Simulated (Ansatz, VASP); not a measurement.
# Al3BN2 in VASP and in Ansatz

```
CELL_PARAMETERS angstrom
-1.48715 1.48715 6.46368
1.48715 -1.48715 6.46368
1.48715 1.48715 -6.46368
ATOMIC_POSITIONS crystal
Al 0.67201 0.67201 0.00000
Al 0.00000 0.00000 0.00000
Al 0.32799 0.32799 0.00000
B 0.50000 0.50000 0.00000
N 0.82721 0.82721 0.00000
N 0.17279 0.17279 0.00000
```

Change from the starting cell: species swapped into the Na3BrCl2 type (I4/mmm, No. 139).

Alike in both runs: functional PBE; k mesh 5 × 5 × 5; occupations gaussian, width 0.15 eV; no spin polarisation.

Ansatz relaxed the structure, and its values are those at the end. VASP's run is a single point on that final structure, the one shown.

|  | VASP | Ansatz |
| --- | --- | --- |
| version | VASP 6.6.1 | Ansatz 0.2.0 |
| potentials or method | VASP PAW PBE potentials, release 64 (Al, B, N), cutoff 600 eV | scalar-relativistic, plane waves, PAW |
| valence electrons in the cell | 22 | 22 |

```tsv
	VASP	Ansatz	Ansatz less VASP
gap on the k mesh at the Fermi level (eV)	none	none	-
pressure (GPa)	-0.3	0.0	+0.25
```

A gap of «none» marks a metal or a gap that the smearing closes. With one functional, cell and mesh, what is left measures potentials, basis and numerics.

The k mesh is coarse, so the values compare programs but aren't converged.
